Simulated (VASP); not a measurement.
# GaN (F-43m) in VASP: a series of runs

GaN is run at these levels: PBE; tasks: single point, relaxation of cell and atoms.

Program: VASP 6.6.1. These are calculated values, not measurements. Logs are shortened: lines on timing, memory, paths and dates and some standing lists are left out, and cuts for length are marked.

## 1. The cell of the first run

It takes space group F-43m (No. 216, cubic). Conventional cell: a = 4.638 Å, b = 4.638 Å, c = 4.638 Å, α = 90.00°, β = 90.00°, γ = 90.00°. Within 2.7 Å of Ga (site symmetry -43m) lie 4 N at 2.01 Å. Within 2.7 Å of N (site symmetry -43m) lie 4 Ga at 2.01 Å.

## 2. Single point, PBE (volume scaled by 1.06)

File INCAR:

```
SYSTEM = GaN
PREC = Accurate
ENCUT = 520
EDIFF = 1E-7
ISMEAR = 0
SIGMA = 0.02
LREAL = .False.
LASPH = .True.
NELM = 100
ALGO = Normal
ISIF = 2
LWAVE = .False.
LCHARG = .False.
GGA = PE
NBANDS = 16
```

File KPOINTS:

```
regular mesh
0
Gamma
  10 10 10
  0 0 0
```

File POSCAR:

```
GaN
1.0
    0.0000000000      2.3188305185      2.3188305185
    2.3188305185      0.0000000000      2.3188305185
    2.3188305185      2.3188305185      0.0000000000
Ga N
1 1
Direct
    0.0000000000      0.0000000000      0.0000000000
    0.7500000000      0.7500000000      0.7500000000
```

Potentials or basis: VASP PAW PBE potentials, release 64 (Ga_d, N).

Started as:

```sh
$ cat potpaw_PBE.64/Ga_d/POTCAR potpaw_PBE.64/N/POTCAR > POTCAR
$ mpirun -np 1 vasp_std > vasp.out
```

OUTCAR:

```text
SYSTEM = GaN
   PREC = Accurate
   ENCUT = 520
   EDIFF = 1E-7
   ISMEAR = 0
   LREAL = .False.
   LASPH = .True.
   NELM = 100
   ISIF = 2
   GGA = PE

 ion  position               nearest neighbor table
   1  0.000  0.000  0.000-   2 2.01   2 2.01   2 2.01   2 2.01
   2  0.750  0.750  0.750-   1 2.01   1 2.01   1 2.01   1 2.01

  LATTYP: Found a face centered cubic cell.
 ALAT       =     4.6376610370

  Lattice vectors:

 A1 = (   0.0000000000,   2.3188305185,   2.3188305185)
 A2 = (   2.3188305185,   0.0000000000,   2.3188305185)
 A3 = (   2.3188305185,   2.3188305185,   0.0000000000)

Analysis of symmetry for initial positions (statically):
=====================================================================
 Subroutine PRICEL returns:
 Original cell was already a primitive cell.

 Routine SETGRP: Setting up the symmetry group for a
 face centered cubic supercell.

 Subroutine GETGRP returns: Found 24 space group operations
 (whereof 24 operations were pure point group operations)
 out of a pool of 48 trial point group operations.

The static configuration has the point symmetry T_d .

Analysis of symmetry for dynamics (positions and initial velocities):
=====================================================================
 Subroutine PRICEL returns:
 Original cell was already a primitive cell.

 Routine SETGRP: Setting up the symmetry group for a
 face centered cubic supercell.

 Subroutine GETGRP returns: Found 24 space group operations
 (whereof 24 operations were pure point group operations)
 out of a pool of 48 trial point group operations.

The dynamic configuration has the point symmetry T_d .

 Subroutine INISYM returns: Found 24 space group operations
 (whereof 24 operations are pure point group operations),
 and found     1 'primitive' translations

----------------------------------------------------------------------------------------

                                     Primitive cell

  volume of cell :      24.9366

  direct lattice vectors                    reciprocal lattice vectors
     0.000000000  2.318830518  2.318830518    -0.215625936  0.215625936  0.215625936
     2.318830518  0.000000000  2.318830518     0.215625936 -0.215625936  0.215625936
     2.318830518  2.318830518  0.000000000     0.215625936  0.215625936 -0.215625936

  length of vectors
     3.279321568  3.279321568  3.279321568     0.373475076  0.373475076  0.373475076

  position of ions in fractional coordinates (direct lattice)
     0.000000000  0.000000000  0.000000000
     0.750000000  0.750000000  0.750000000

[... 77 lines left out ...]
   LREAL  =      F    real-space projection
   EDIFFG = 0.1E-05   stopping-criterion for IOM
   NSW    =      0    number of steps for IOM
   IBRION =     -1    ionic relax: 0-MD 1-quasi-New 2-CG
   NFREE  =      0    steps in history (QN), initial steepest desc. (CG)
   ISIF   =      2    stress and relaxation
   ISYM   =      2    0-nonsym 1-usesym 2-fastsym
   POTIM  = 0.5000    time-step for ionic-motion
   TEBEG  =    0.0;   TEEND  =   0.0 temperature during run
   PSTRESS=    0.0 pullay stress
   NELECT =      18.0000    total number of electrons
   NUPDOWN=      -1.0000    fix difference up-down
   EMIN   =  10.00;   EMAX   =-10.00  energy-range for DOS
   EFERMI =   0.00;   METHOD = LEGACY
   ISMEAR =     0;   SIGMA  =   0.02  broadening in eV -4-tet -1-fermi 0-gaus
   EFERMI_NEDOS =   21; number of points for ismear=-14 and -15
   IALGO  =     38    algorithm
   IMIX   =      4    mixing-type and parameters
     AMIX     =   0.40;   BMIX     =  1.00
     AMIX_MAG =   1.60;   BMIX_MAG =  1.00
  volume/ion in A,a.u.               =      12.47        84.14
  Fermi-wavevector in a.u.,A,eV,Ry     =   1.468543  2.775144 29.342576  2.156618
  Thomas-Fermi vector in A             =   2.584028
   LORBIT       =      0    0 simple, 1 ext, 2 COOP (PROOUT), +10 PAW based schemes
   GGA     = PE    functional components
   LHFCALC =     F    Hartree Fock is set to
   AEXX    =    0.0000 exact exchange contribution
   IVDW    =     0    specifies the selected vdW correction
   LEPSILON=     F    determine dielectric tensor
   LRPA    =     F    only Hartree local field effects (RPA)
 non-spin polarized calculation
 Gauss-broadening in eV      SIGMA  =   0.02
  energy-cutoff  :      520.00
  volume of cell :       24.94
 maximum number of plane-waves:       692
   NGX = 13   NGY = 13   NGZ = 13

 number of electron      18.0000005 magnetization

 Free energy of the ion-electron system (eV)
  ---------------------------------------------------
  ext. energy  EPLUGINS =         0.00000000
  ---------------------------------------------------
  free energy    TOTEN  =       -12.11454438 eV

  energy without entropy =      -12.11454438  energy(sigma->0) =      -12.11454438

 E-fermi :   4.5562     XC(G=0): -11.2159

 val. band max:        4.3919089912   @ k =   0.0000   0.0000   0.0000
 cond. band min:       5.5652208069   @ k =   0.0000   0.0000   0.0000
 fundamental gap:      1.1733118157
 Fermi energy:         4.5561692697

 k-point     1 :       0.0000    0.0000    0.0000
  band No.  band energies     occupation
      1     -10.8480      2.00000
      2      -9.0096      2.00000
      3      -9.0096      2.00000
      4      -9.0096      2.00000
      5      -8.7674      2.00000
      6      -8.7674      2.00000
[... 433 lines left out ...]
      3      -8.8371      2.00000
      4      -8.8368      2.00000
      5      -8.7200      2.00000
      6      -7.7307      2.00000
[... 8 lines left out ...]
     15      25.3124      0.00000
     16      25.8970      0.00000

 [... further k-points ...]

------------------------ aborting loop because EDIFF is reached ----------------------------------------

  FORCE on cell =-STRESS in cart. coord.  units (eV):
  Direction    XX          YY          ZZ          XY          YZ          ZX
  --------------------------------------------------------------------------------------
  -------------------------------------------------------------------------------------
  Total       -1.3422436     -1.3422436     -1.3422436      0.0000000     -0.0000000      0.0000000
  in kB      -86.2392354    -86.2392354    -86.2392354      0.0000000     -0.0000000      0.0000000
  external PRESSURE =     -86.2392354 kB  Pullay stress =       0.0000000 kB

 VOLUME and BASIS-vectors are now :
 -----------------------------------------------------------------------------
  energy-cutoff  :      520.00
  volume of cell :       24.94
      direct lattice vectors                 reciprocal lattice vectors
     0.000000000  2.318830518  2.318830518    -0.215625936  0.215625936  0.215625936
     2.318830518  0.000000000  2.318830518     0.215625936 -0.215625936  0.215625936
     2.318830518  2.318830518  0.000000000     0.215625936  0.215625936 -0.215625936

 POSITION                                       TOTAL-FORCE (eV/Angst)
 -----------------------------------------------------------------------------------
      0.00000      0.00000      0.00000        -0.000000     -0.000000     -0.000000
      3.47825      3.47825      3.47825         0.000000      0.000000      0.000000
 -----------------------------------------------------------------------------------
    total drift:                               -0.000001     -0.000001     -0.000001

  FREE ENERGIE OF THE ION-ELECTRON SYSTEM (eV)
  ---------------------------------------------------
  free  energy   TOTEN  =       -12.1145443832 eV

  energy  without entropy=      -12.1145443832  energy(sigma->0) =      -12.11454438
```

OSZICAR:

```text
N       E                     dE             d eps       ncg     rms          rms(c)
DAV:   1     0.784059175126E+02    0.78406E+02   -0.93461E+03  1696   0.197E+03
DAV:   2    -0.836485562423E+01   -0.86771E+02   -0.81215E+02  1744   0.317E+02
DAV:   3    -0.139212784415E+02   -0.55564E+01   -0.55346E+01  1736   0.685E+01
DAV:   4    -0.139883699698E+02   -0.67092E-01   -0.67082E-01  1928   0.820E+00
DAV:   5    -0.139892584613E+02   -0.88849E-03   -0.88849E-03  1792   0.812E-01    0.744E+00
DAV:   6    -0.121262014590E+02    0.18631E+01   -0.50361E+00  2272   0.373E+01    0.272E+00
DAV:   7    -0.121228167308E+02    0.33847E-02   -0.28650E-01  1608   0.694E+00    0.174E+00
DAV:   8    -0.121194911943E+02    0.33255E-02   -0.78135E-02  1672   0.311E+00    0.941E-01
DAV:   9    -0.121141579239E+02    0.53333E-02   -0.12992E-02  2200   0.226E+00    0.294E-01
DAV:  10    -0.121146143721E+02   -0.45645E-03   -0.13237E-03  1648   0.369E-01    0.172E-01
DAV:  11    -0.121145407083E+02    0.73664E-04   -0.20728E-04  2064   0.259E-01    0.294E-02
DAV:  12    -0.121145443451E+02   -0.36367E-05   -0.23478E-05  1648   0.443E-02    0.915E-03
DAV:  13    -0.121145443832E+02   -0.38140E-07   -0.88901E-07  2360   0.147E-02
   1 F= -.12114544E+02 E0= -.12114544E+02  d E =-.171697E-33
```

stdout:

```text
POSCAR found type information on POSCAR GaN
 POSCAR found :  2 types and       2 ions
 scaLAPACK will be used
 LDA part: xc-table for (Slater+PW92), standard interpolation
 POSCAR, INCAR and KPOINTS ok, starting setup
 FFT: planning ... GRIDC
 FFT: planning ... GRID_SOFT
 FFT: planning ... GRID
 WAVECAR not read
 entering main loop
```

Wall time 23 s (1 thread of Intel Xeon 8259CL, shared host); peak memory 0.15 GiB.

Results:

```yaml
Free_energy: -12.1145 eV
Pressure: -8.6 GPa
Band_gap_on_the_k_mesh: 1.17 eV, direct
```

Caveat: the cell differs from its parent crystal (volume scaled by 1.06).

## 3. Single point, PBE (volume scaled by 1.10)

File INCAR:

```
PREC = Accurate ; ENCUT = 520
EDIFF = 1E-6 ; ISMEAR = 0
SIGMA = 0.02 ; LREAL = F
LASPH = T ; NELM = 100
ALGO = Normal ; ISIF = 2
LWAVE = F ; LCHARG = F
GGA = PE ; NBANDS = 16
```

File KPOINTS:

```
Automatic mesh
0
Gamma
  10 10 10
```

File POSCAR:

```
GaN
1.0
    0.0000000000      2.3476388122      2.3476388122
    2.3476388122      0.0000000000      2.3476388122
    2.3476388122      2.3476388122      0.0000000000
Ga N
1 1
Direct
    0.0000000000      0.0000000000      0.0000000000
    0.7500000000      0.7500000000      0.7500000000
```

Potentials or basis: VASP PAW PBE potentials, release 64 (Ga_d, N).

Started as:

```sh
$ cat potpaw_PBE.64/Ga_d/POTCAR potpaw_PBE.64/N/POTCAR > POTCAR
$ mpirun -np 1 vasp_std > vasp.out
```

Run time: 47 s. Hardware: 1 thread of Intel Xeon 8259CL, shared host; peak memory 0.16 GiB.

Results (log left out):

* Free energy: -12.0508 eV
* Pressure: -13.1 GPa
* Band gap on the k mesh: 0.94 eV, direct

Levels at points of the mesh, in eV from the valence-band top:
```tsv
k point	band 7	band 8	band 9	band 10	band 11	band 12
(0.00, 0.00, 0.00)	0.00	0.00	0.00	0.94	9.54	9.54
(0.50, 0.00, 0.00)	-6.29	-0.83	-0.83	3.81	8.10	9.72
(0.50, 0.50, 0.00)	-5.65	-2.30	-2.30	3.31	5.91	10.91
```

Caveat: the cell differs from its parent crystal (volume scaled by 1.10).

## 4. Relaxation of cell and atoms, PBE

This run uses another cell than the first one, of 11.44 Å³/atom, 0.918 times its volume.

File INCAR:

```
PREC = Accurate
ENCUT = 600
EDIFF = 1E-6
ISMEAR = 0
SIGMA = 0.1
LREAL = False
LASPH = True
NELM = 80
ALGO = Normal
ISIF = 3
LWAVE = False
LCHARG = False
GGA = PE
IBRION = 2
NSW = 90
EDIFFG = -0.04
```

File KPOINTS:

```
Automatic mesh
0
Gamma
  6 6 6
```

File POSCAR:

```
GaN
1.0
    0.0000000000      2.2535007000      2.2535007000
    2.2535007000      0.0000000000      2.2535007000
    2.2535007000      2.2535007000      0.0000000000
Ga N
1 1
Direct
    0.0000000000      0.0000000000      0.0000000000
    0.2500000000      0.2500000000      0.2500000000
```

Started as:

```sh
$ cat potpaw_PBE.64/Ga_d/POTCAR potpaw_PBE.64/N/POTCAR > POTCAR
$ mpirun -np 1 vasp_std > vasp.out
```

Wall time 13 s (1 thread of AMD EPYC 9R45 (Zen 5), shared host); peak memory 0.13 GiB.

Results (log left out):

```
Free energy                            : -12.1495 eV
Relaxed volume                         : 11.76 Å³/atom
Relaxed cell                           : a = 3.216 Å, b = 3.216 Å, c = 3.216 Å, α = 60.00°, β = 60.00°, γ = 60.00°
Space group after relaxing (to 0.05 Å) : F-43m (No. 216)
Energy gained by relaxing              : 4.6 meV/atom
Ionic steps                            : 3
Pressure after relaxing                : -0.1 GPa
Band gap on the k mesh                 : 1.55 eV, direct
```

The path:
```csv
step,energy change (eV),largest force (eV/Å),pressure (GPa),volume (Å³)
1,0.0000,0.0000,4.88,22.89
2,-0.0028,0.0000,-3.72,24.06
3,-0.0093,0.0000,-0.08,23.51
```

Final structure:
```
Ga N
1.0
     0.00000    2.27388    2.27388
     2.27388    0.00000    2.27388
     2.27388    2.27388    0.00000
Ga N
1 1
Direct
  0.00000 0.00000 0.00000
  0.25000 0.25000 0.25000
```

Levels at points of the mesh, in eV from the valence-band top:
| k point | band 5 | band 6 | band 7 | band 8 | band 9 | band 10 | band 11 | band 12 | band 13 |
| --- | --- | --- | --- | --- | --- | --- | --- | --- | --- |
| (0.00, 0.00, 0.00) | -13.13 | -13.13 | 0.00 | 0.00 | 0.00 | 1.55 | 10.13 | 10.13 | 10.13 |
| (0.50, 0.00, 0.00) | -13.09 | -11.89 | -6.87 | -0.94 | -0.94 | 4.45 | 8.59 | 10.22 | 10.22 |
| (0.50, 0.50, 0.00) | -13.06 | -11.46 | -6.02 | -2.61 | -2.61 | 3.34 | 6.50 | 11.52 | 13.67 |

## 5. The runs side by side

```tsv
task	cell	k mesh	cutoff (eV)	smearing	gap on the mesh (eV)	pressure (GPa)
single point	a = 3.279 Å, angles 60.0°, 2 atoms	10 × 10 × 10	520	gaussian 0.02 eV	1.17	-8.6
single point	a = 3.320 Å, angles 60.0°, 2 atoms	10 × 10 × 10	520	gaussian 0.02 eV	0.94	-13.1
relaxation of cell and atoms	relaxed from a = 3.187 Å, angles 60.0°, 2 atoms	6 × 6 × 6	600	gaussian 0.1 eV	1.55	-0.1
```

Alike in all rows: level PBE; potentials or basis VASP PAW PBE potentials, release 64 (Ga_d, N); no spin polarisation.

Total energies depend on the potentials used, so only differences within one code and one set of settings carry meaning.
